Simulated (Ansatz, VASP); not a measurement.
**Mg in VASP and in Ansatz**

INCAR

```
SYSTEM = Mg
ALGO     = Fast           ! electronic algorithm
EDIFF    = 1E-6           ! SCF threshold, eV
EDIFFG   = -0.01          ! ionic threshold
ENCUT    = 600            ! plane-wave cutoff, eV
GGA      = PE             ! functional
IBRION   = 2              ! ionic algorithm
ISIF     = 3              ! what is computed and relaxed
ISMEAR   = 0              ! smearing method
LASPH    = .TRUE.         ! aspherical terms in the spheres
LCHARG   = .FALSE.        ! write CHGCAR
LREAL    = .FALSE.        ! projectors in reciprocal space
LWAVE    = .FALSE.        ! write WAVECAR
NELM     = 60             ! most SCF steps
NSW      = 100            ! ionic steps
PREC     = Accurate       ! precision mode
SIGMA    = 0.1            ! smearing width, eV
```

The input KPOINTS:

```
k-points
0
G
  8 8 8
  0 0 0
```

Contents of POSCAR:

```
Mg
1.0
    5.6630492469      0.0000000000      0.0000000000
    0.0000000000      5.6630492469      0.0000000000
    0.0000000000      0.0000000000      5.6630492469
Mg
8
Direct
    0.5000000000      0.5000000000      0.5000000000
    0.0000000000      0.0000000000      0.0000000000
    0.2500000000      0.0000000000      0.5000000000
    0.5000000000      0.2500000000      0.0000000000
    0.5000000000      0.7500000000      0.0000000000
    0.7500000000      0.0000000000      0.5000000000
    0.0000000000      0.5000000000      0.7500000000
    0.0000000000      0.5000000000      0.2500000000
```

Input for Ansatz:

```yaml
crystal:
  lattice:
    - [5.6630492469, 0.0, 0.0]
    - [0.0, 5.6630492469, 0.0]
    - [0.0, 0.0, 5.6630492469]
  atoms:
    - { symbol: Mg, position: [0.5, 0.5, 0.5] }
    - { symbol: Mg, position: [0.0, 0.0, 0.0] }
    - { symbol: Mg, position: [0.25, 0.0, 0.5] }
    - { symbol: Mg, position: [0.5, 0.25, 0.0] }
    - { symbol: Mg, position: [0.5, 0.75, 0.0] }
    - { symbol: Mg, position: [0.75, 0.0, 0.5] }
    - { symbol: Mg, position: [0.0, 0.5, 0.75] }
    - { symbol: Mg, position: [0.0, 0.5, 0.25] }
basis:
  ecutwfc: 420
kpoints:
  mp_grid: { grid: [8, 8, 8] }
hamiltonian:
  xc: pbe
scf:
  occupations: { method: gaussian, width: 0.1 }
output:
  forces: true
  stress: true
  eigenvalues: true
relax:
  adjacent_minimum: "off"
  f_tol: 0.01
  max_steps: 80
  cell: { stress_tol: 0.05 }
```

Alike in both runs: task relaxation of cell and atoms; functional PBE; k mesh 8 × 8 × 8; occupations gaussian, width 0.1 eV; no spin polarisation.

```csv
,VASP,Ansatz
version,VASP 6.6.1,Ansatz 0.2.0
potentials or method,"VASP PAW PBE potentials, release 64 (Mg), cutoff 600 eV","scalar-relativistic, plane waves, PAW"
valence electrons in the cell,16,80
```

```tsv
	VASP	Ansatz	Ansatz less VASP
gap on the k mesh at the Fermi level, each at its own relaxed structure (eV)	none	none	-
relaxed volume (Å³/atom)	23.38	23.42	+0.041
relaxed length of the cell vector where the two differ most in proportion (Å)	5.719	5.722	+0.0034
```

A gap of «none» marks a metal or a gap that the smearing closes. VASP's potentials hold 16 valence electrons a cell and Ansatz's 80, so a difference there can come from the potentials and not from the codes.
